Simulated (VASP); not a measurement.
The system is Co.

```
CELL_PARAMETERS angstrom
2.47056 0.00000 0.00000
-1.23528 2.13957 0.00000
0.00000 0.00000 8.08823
ATOMIC_POSITIONS crystal
Co 0.66667 0.33333 0.75000
Co 0.00000 0.00000 0.50000
Co 0.33333 0.66667 0.25000
Co 0.00000 0.00000 0.00000
```

Base run:

| Quantity | Value |
| --- | --- |
| Program | VASP 6.6.1 |
| Functional | RPBE |
| Potentials or basis | VASP PAW PBE potentials, release 64 (Co) |
| Cutoff | 520 eV |
| k mesh | 12 × 12 × 4 |
| Occupations | fermi-dirac, width 0.05 eV |
| Spin | collinear spin, ferromagnetic start |
| Starting moments | [2.0, 2.0, 2.0, 2.0] μB |

Its results: pressure 9.9 GPa; net moment 6.62 μB per cell; site moments Co +1.68, +1.66 (each value once) μB.

Task: After a change of settings the same cell gave: pressure -2.3 GPa; net moment 6.57 μB per cell; site moments Co +1.67, +1.65 (each value once) μB. Which change was it?
A. functional from RPBE to BLYP; further incar settings from ALGO = Normal; EDIFF = 1e-07; NBANDS = 30 to ALGO = Normal; EDIFF = 1e-06; NBANDS = 30
B. functional from RPBE to PBE; dispersion from none to D4
C. functional from RPBE to b88 exchange, pbe correlation; cutoff from 520 eV to 600 eV; further incar settings from ALGO = Normal; EDIFF = 1e-07; NBANDS = 30 to ALGO = Normal; EDIFF = 1e-06; NBANDS = 30

Result: B.

Caveats: the cell stands under pressure (at least some runs); the PAW data sets were made with another functional, which shifts forces and pressure a little (at least some runs).
